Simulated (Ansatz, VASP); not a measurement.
## Co2Si: VASP beside Ansatz

```
Co Si
1.0
     3.88747    0.00000    0.00000
    -1.94373    3.36665    0.00000
     0.00000    0.00000    4.89615
Co Si
4 2
Direct
  0.00000 0.00000 0.50000
  0.00000 0.00000 0.00000
  0.33333 0.66667 0.75000
  0.66667 0.33333 0.25000
  0.66667 0.33333 0.75000
  0.33333 0.66667 0.25000
```

Alike in both runs: task relaxation of cell and atoms; functional PBE; k mesh 12 × 12 × 6; occupations gaussian, width 0.1 eV; no spin polarisation.

|  | VASP | Ansatz |
| --- | --- | --- |
| version | VASP 6.6.1 | Ansatz 0.2.0 |
| potentials or method | VASP PAW PBE potentials, release 64 (Co, Si), cutoff 600 eV | scalar-relativistic, plane waves, PAW |
| valence electrons in the cell | 44 | 76 |

```tsv
	VASP	Ansatz	Ansatz less VASP
gap on the k mesh at the Fermi level, each at its own relaxed structure (eV)	none	none	-
relaxed volume (Å³/atom)	10.67	10.68	+0.013
relaxed cell length with the largest relative difference (Å)	4.889	4.894	+0.0046
```

A gap of «none» marks a metal or a gap that the smearing closes. VASP's potentials hold 44 valence electrons a cell and Ansatz's 76, so a difference there can come from the potentials and not from the codes.
